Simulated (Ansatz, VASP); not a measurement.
## SiBN2 in VASP and in Ansatz

```
CELL_PARAMETERS angstrom
3.37452 0.00000 0.00000
-1.68726 2.92242 0.00000
0.00000 0.00000 5.84737
ATOMIC_POSITIONS crystal
Si 0.00000 0.00000 0.50000
B 0.00000 0.00000 0.00000
N 0.00000 0.00000 0.77527
N 0.00000 0.00000 0.22473
```

Alike in both runs: functional PBE; k mesh 7 × 7 × 4; occupations gaussian, width 0.2 eV; no spin polarisation.

Ansatz relaxed the structure, and its values are those at the end. VASP's run is a single point on that final structure, the one shown.

|  | VASP | Ansatz |
| --- | --- | --- |
| version | VASP 6.6.1 | Ansatz 0.2.0 |
| potentials or method | VASP PAW PBE potentials, release 64 (Si, B, N), cutoff 600 eV | scalar-relativistic, plane waves, PAW |
| valence electrons in the cell | 17 | 17 |

VASP gave:

| Quantity | Value |
| --- | --- |
| gap on the k mesh at the Fermi level (eV) | none |
| pressure (GPa) | 0.2 |
| rms of the force components (eV/Å) | 0.013 |

Q: What did Ansatz give for the same quantities?

A: gap on the k mesh at the Fermi level (eV): none; pressure (GPa): 0.5; rms of the force components (eV/Å): 0.004.

A gap of «none» marks a metal or a gap that the smearing closes.
